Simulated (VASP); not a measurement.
# Ti12H (a cell with a defect) in VASP: notebook, part 2 of 2

VASP 6.6.1. The steps go on from the part before.

## (3) Single point, PBE+D3(BJ)

Input file INCAR:

```
  PREC = Accurate
  ENCUT = 520
  EDIFF = 1E-7
  ISMEAR = 0
  SIGMA = 0.15
  LREAL = False
  LASPH = True
  NELM = 100
  ALGO = Normal
  ISIF = 2
  LWAVE = False
  LCHARG = False
  GGA = PE
  IVDW = 12
  NBANDS = 84
```

Input file KPOINTS:

```
regular mesh
0
Gamma
  3 2 4
```

Input file POSCAR:

```
Ti12H
1.0
    5.9000000000      0.0000000000      0.0000000000
   -4.4250000000      7.6643250000      0.0000000000
    0.0000000000      0.0000000000      4.6846000000
Ti H
12 1
Direct
    0.0016576064      0.0025940967      0.0022206805
    0.1669061646      0.2224570331      0.5007853392
   -0.0019301210      0.3320931719     -0.0008670964
    0.1625940410      0.5495904727      0.5040007685
   -0.0174995457      0.6603077244     -0.0034587798
    0.1622711333      0.8920862568      0.5054151902
    0.5069833725      0.0098718413     -0.0015192332
    0.6669921643      0.2244582530      0.4987465312
    0.5008668462      0.3346513881     -0.0042281091
    0.6630800039      0.5519835080      0.4973543099
    0.5084301125      0.6617709974     -0.0029172181
    0.6747165444      0.8929092908      0.5051549759
    0.3326242203      0.7775552315      0.4161437476
```

Potentials or basis: VASP PAW PBE potentials, release 64 (Ti_sv, H).

The run is started by

```sh
> cat potpaw_PBE.64/Ti_sv/POTCAR potpaw_PBE.64/H/POTCAR > POTCAR
> mpirun -np 1 vasp_std > vasp.out
```

OUTCAR:

```text
PREC = Accurate
   ENCUT = 520
   EDIFF = 1E-7
   ISMEAR = 0
   LREAL = False
   LASPH = True
   NELM = 100
   ISIF = 2
   GGA = PE
   IVDW = 12
 IVDW          = 12

 ion  position               nearest neighbor table
   1  0.002  0.003  0.002-   6 2.86  12 2.87   2 2.88   6 2.89  12 2.89   2 2.89
   2  0.167  0.222  0.501-   9 2.88   1 2.88   3 2.89   1 2.89   3 2.90   4 2.91   6 2.91  12 2.91
                             9 2.92
   3  0.998  0.332  0.999-   4 2.86   7 2.87   8 2.89   2 2.89   8 2.89   4 2.89   2 2.90
   4  0.163  0.550  0.504-  13 1.80   3 2.86   3 2.89   8 2.90   5 2.91   2 2.91  11 2.91
   5  0.983  0.660  0.997-  11 2.80  10 2.85  10 2.86   9 2.86   6 2.91   4 2.91
   6  0.162  0.892  0.505-  13 1.80   1 2.86  12 2.88   1 2.89   7 2.90   5 2.91   2 2.91
   7  0.507  0.010  0.998-   8 2.86   8 2.86   3 2.87   9 2.89  12 2.90   6 2.90
   8  0.667  0.224  0.499-   7 2.86   7 2.86   9 2.88   3 2.89   3 2.89   4 2.90   9 2.90  10 2.91

   9  0.501  0.335  0.996-   5 2.86  10 2.87  11 2.87   2 2.88   8 2.88  10 2.88   7 2.89   8 2.90
                             2 2.92
  10  0.663  0.552  0.497-   5 2.85  11 2.85  11 2.86   5 2.86   9 2.87   9 2.88   8 2.91
  11  0.508  0.662  0.997-   5 2.80  10 2.85  10 2.86   9 2.87  12 2.91   4 2.91
  12  0.675  0.893  0.505-  13 1.80   1 2.87   6 2.88   1 2.89   7 2.90  11 2.91   2 2.91
  13  0.333  0.778  0.416-   4 1.80  12 1.80   6 1.80

  LATTYP: Found a simple monoclinic cell.
 ALAT       =     5.9000000000
 B/A-ratio  =     0.7940000000
 C/A-ratio  =     1.3228756849
 COS(beta)  =    -0.1889822323

  Lattice vectors:

 A1 = (   5.9000000000,   0.0000000000,   0.0000000000)
 A2 = (   0.0000000000,   0.0000000000,   4.6846000000)
 A3 = (  -1.4750000000,  -7.6643250000,   0.0000000000)

Analysis of symmetry for initial positions (statically):
=====================================================================
 Subroutine PRICEL returns:
 Original cell was already a primitive cell.

 Routine SETGRP: Setting up the symmetry group for a
[... 182 lines left out ...]
 Gauss-broadening in eV      SIGMA  =   0.15
  energy-cutoff  :      520.00
  volume of cell :      211.84
 maximum number of plane-waves:      5706
 NGX is ok and might be reduce to    48
   NGX = 21   NGY = 33   NGZ = 17

 number of electron     145.0000003 magnetization

 Free energy of the ion-electron system (eV)
  ---------------------------------------------------
  ext. energy  EPLUGINS =         0.00000000
  ---------------------------------------------------
  free energy    TOTEN  =       -97.40068331 eV

  energy without entropy =      -97.23687100  energy(sigma->0) =      -97.31877715

 E-fermi :   8.2332     XC(G=0): -11.4675

 val. band max:        8.2323407853   @ k =   0.0000   0.0000   0.5000
 cond. band min:       8.2380363711   @ k =  -0.3333   0.0000   0.2500
 fundamental gap:      0.0056955858
 Fermi energy:         8.2332333424

 k-point     1 :       0.0000    0.0000    0.0000
  band No.  band energies     occupation
      1     -48.6415      2.00000
      2     -48.5936      2.00000
      3     -48.5530      2.00000
      4     -48.5470      2.00000
      5     -48.5201      2.00000
      6     -48.5036      2.00000
[... 1207 lines left out ...]
     83       8.7073      0.00001
     84       8.7605      0.00000

------------------------ aborting loop because EDIFF is reached ----------------------------------------

 Edisp (eV)   -7.28623

 E8    (eV) :    -3.4276

  FORCE on cell =-STRESS in cart. coord.  units (eV):
  Direction    XX          YY          ZZ          XY          YZ          ZX
  --------------------------------------------------------------------------------------
  -------------------------------------------------------------------------------------
  Total      -7.70388    -7.40104    -7.14011     0.05593     0.00811    -0.01005
  in kB     -58.26690   -55.97636   -54.00288     0.42304     0.06133    -0.07603
  external pressure =      -56.08 kB  Pullay stress =        0.00 kB

 VOLUME and BASIS-vectors are now :
 -----------------------------------------------------------------------------
  energy-cutoff  :      520.00
  volume of cell :      211.84
      direct lattice vectors                 reciprocal lattice vectors
     5.900000000  0.000000000  0.000000000     0.169491525  0.097855976  0.000000000
    -4.425000000  7.664325000  0.000000000     0.000000000  0.130474634  0.000000000
     0.000000000  0.000000000  4.684600000     0.000000000  0.000000000  0.213465397

 POSITION                                       TOTAL-FORCE (eV/Angst)
 -----------------------------------------------------------------------------------
     -0.00170      0.01988      0.01040         0.002514     -0.001867      0.070595
      0.00037      1.70498      2.34598        -0.000993     -0.002891      0.051021
      4.41910      2.54527      4.68054        -0.000635     -0.000022      0.034987
     -1.47263      4.21224      2.36104         0.001369     -0.002200      0.074708
      2.87489      5.06081      4.66840         0.000312     -0.003361      0.009439
     -2.99008      6.83724      2.36767        -0.002130     -0.003108      0.095602
      2.94752      0.07566      4.67748        -0.000123     -0.005133      0.033149
      2.94203      1.72032      2.33643        -0.000708      0.001979      0.033273
      1.47428      2.56488      4.66479        -0.002805      0.007080      0.004743
      1.46965      4.23058      2.32991         0.001983     -0.002250      0.021091
      0.07140      5.07203      4.67093        -0.001137     -0.000681      0.014964
      0.02970      6.84355      2.36645        -0.000660      0.004396      0.094600
     -1.47820      5.95944      1.94947         0.003012      0.008059     -0.538172
 -----------------------------------------------------------------------------------
    total drift:                                0.000138      0.000231      0.000005

  FREE ENERGIE OF THE ION-ELECTRON SYSTEM (eV)
  ---------------------------------------------------
  free  energy   TOTEN  =      -104.6869094996 eV

  energy  without entropy=     -104.5230971930  energy(sigma->0) =     -104.60500335
```

Run time: 13 min. Hardware: 1 thread of Oxide Virtual Turin-like, shared host; peak memory 0.41 GiB.

Results:

| Quantity | Value |
| --- | --- |
| Free energy | -104.6869 eV |
| Pressure | -5.6 GPa |
| Largest force | 0.538 eV/Å |
| Band gap on the k mesh | zero (an odd number of electrons rules out a gap without spin polarisation) |
| Dispersion energy per atom | -0.560 eV |

Forces on the atoms (eV/Å):
```
Ti   0.003 -0.002  0.071
Ti  -0.001 -0.003  0.051
Ti  -0.001  0.000  0.035
Ti   0.001 -0.002  0.075
Ti   0.000 -0.003  0.009
Ti  -0.002 -0.003  0.096
Ti   0.000 -0.005  0.033
Ti  -0.001  0.002  0.033
Ti  -0.003  0.007  0.005
Ti   0.002 -0.002  0.021
Ti  -0.001 -0.001  0.015
Ti  -0.001  0.004  0.095
H    0.003  0.008 -0.538
```

Stress tensor (GPa, compression positive):
```
-5.83  0.04 -0.01
 0.04 -5.60  0.01
-0.01  0.01 -5.40
```

Levels at points of the mesh, in eV from the Fermi level:
```tsv
k point	band 68	band 69	band 70	band 71	band 72	band 73	band 74	band 75	band 76	band 77
(0.00, 0.00, 0.00)	-0.82	-0.66	-0.56	0.13	0.34	0.37	0.50	0.57	0.60	0.62
(0.00, 0.50, 0.00)	-0.67	-0.34	-0.33	-0.13	-0.04	0.14	0.35	0.45	0.48	0.53
(0.00, 0.00, 0.50)	-0.61	-0.58	-0.57	-0.37	0.00	0.07	0.12	0.14	0.15	0.28
(0.00, 0.50, 0.50)	-0.58	-0.40	-0.35	-0.35	-0.30	-0.14	0.08	0.13	0.15	0.39
```

Caveat: the k points lie up to 0.41 Å⁻¹ apart, too coarse for converged energies and pressures of a metal.

## (4) Single point, PBE+D3(BJ)

Input file INCAR:

```
SYSTEM = Ti12H
PREC     = Accurate       ! precision mode
ENCUT    = 520            ! plane-wave cutoff, eV
EDIFF    = 1E-6           ! SCF threshold, eV
ISMEAR   = 0              ! smearing method
SIGMA    = 0.15           ! smearing width, eV
LREAL    = .FALSE.        ! projectors in reciprocal space
LASPH    = .TRUE.         ! aspherical terms in the spheres
NELM     = 100            ! most SCF steps
ALGO     = Normal         ! electronic algorithm
ISIF     = 2              ! what is computed and relaxed
LWAVE    = .FALSE.        ! write WAVECAR
LCHARG   = .TRUE.         ! write CHGCAR
GGA      = PE             ! functional
IVDW     = 12             ! dispersion correction
LELF     = .TRUE.         ! ELF
LVHAR    = .TRUE.       
NBANDS   = 84             ! bands
```

Input file KPOINTS:

```
Automatic mesh
0
G
  3 2 4
  0 0 0
```

Input file POSCAR:

```
Ti12H
1.0
    5.9000000000      0.0000000000      0.0000000000
   -4.4250000000      7.6643250000      0.0000000000
    0.0000000000      0.0000000000      4.6846000000
Ti H
12 1
Direct
    0.0016564946      0.0024936312      0.0027180549
    0.1661875499      0.2222279196      0.4997869615
   -0.0021173788      0.3320656418     -0.0033800111
    0.1632693449      0.5507489570      0.5028134739
   -0.0136363346      0.6616537007     -0.0032105196
    0.1622449921      0.8917097070      0.5063360799
    0.5044983042      0.0067767220      0.0013732229
    0.6672882536      0.2241890838      0.4978636383
    0.5009418139      0.3343465993     -0.0085191905
    0.6632828934      0.5522332365      0.4965990693
    0.5065280696      0.6627298555     -0.0019088076
    0.6737078083      0.8923559478      0.5068046365
    0.3333071485      0.7785559720      0.3317724032
```

The run is started by

```sh
> cat potpaw_PBE.64/Ti_sv/POTCAR potpaw_PBE.64/H/POTCAR > POTCAR
> mpirun -np 1 vasp_std > vasp.out
```

Run time: 14 min. Hardware: 1 thread of Oxide Virtual Turin-like, shared host; peak memory 0.4 GiB.

The run converged. Its results:

```
Free energy                : -104.9735 eV
Pressure                   : -6.3 GPa
Largest force              : 0.782 eV/Å
Band gap on the k mesh     : zero (an odd number of electrons rules out a gap without spin polarisation)
Dispersion energy per atom : -0.560 eV
```

Forces in eV/Å, atoms in the order of the input:
```
Ti   0.003 -0.001  0.084
Ti  -0.005 -0.003  0.060
Ti   0.000 -0.001  0.042
Ti  -0.003  0.008  0.064
Ti   0.030  0.017  0.057
Ti  -0.002 -0.005  0.090
Ti  -0.002 -0.050  0.097
Ti   0.004 -0.003  0.056
Ti   0.001 -0.004  0.011
Ti   0.003  0.004  0.054
Ti  -0.031  0.014  0.068
Ti   0.000 -0.002  0.098
H    0.003  0.024 -0.781
```

Stress tensor (GPa, compression positive):
```
-6.38 -0.01 -0.01
-0.01 -6.36  0.07
-0.01  0.07 -6.28
```

Levels at points of the mesh, in eV from the Fermi level:
```
           k point  band 69  band 70  band 71  band 72  band 73  band 74  band 75  band 76
(0.00, 0.00, 0.00)    -0.67    -0.59     0.09     0.31     0.44     0.45     0.53     0.57
(0.00, 0.50, 0.00)    -0.39    -0.33    -0.14    -0.01     0.11     0.31     0.39     0.46
(0.00, 0.00, 0.50)    -0.60    -0.59    -0.33    -0.03     0.01     0.09     0.12     0.13
(0.00, 0.50, 0.50)    -0.43    -0.39    -0.34    -0.26    -0.18     0.02     0.10     0.13
```

Caveat: the k points lie up to 0.41 Å⁻¹ apart, too coarse for converged energies and pressures of a metal.

## (5) Overview

```csv
cell,gap on the mesh (eV),pressure (GPa),largest force (eV/Å)
"as given, atomic positions A",none,-6.3,0.78
"as given, atomic positions B",none,-5.6,0.54
"as given, atomic positions C",none,-6.3,0.78
```

Alike in all rows: task single point; level PBE+D3(BJ); potentials or basis VASP PAW PBE potentials, release 64 (Ti_sv, H); no spin polarisation; k mesh 3 × 2 × 4; cutoff (eV) 520; smearing gaussian 0.15 eV.

Caveats: all runs use coarse meshes.

Total energies depend on the potentials used, so only differences within one code and one set of settings carry meaning.
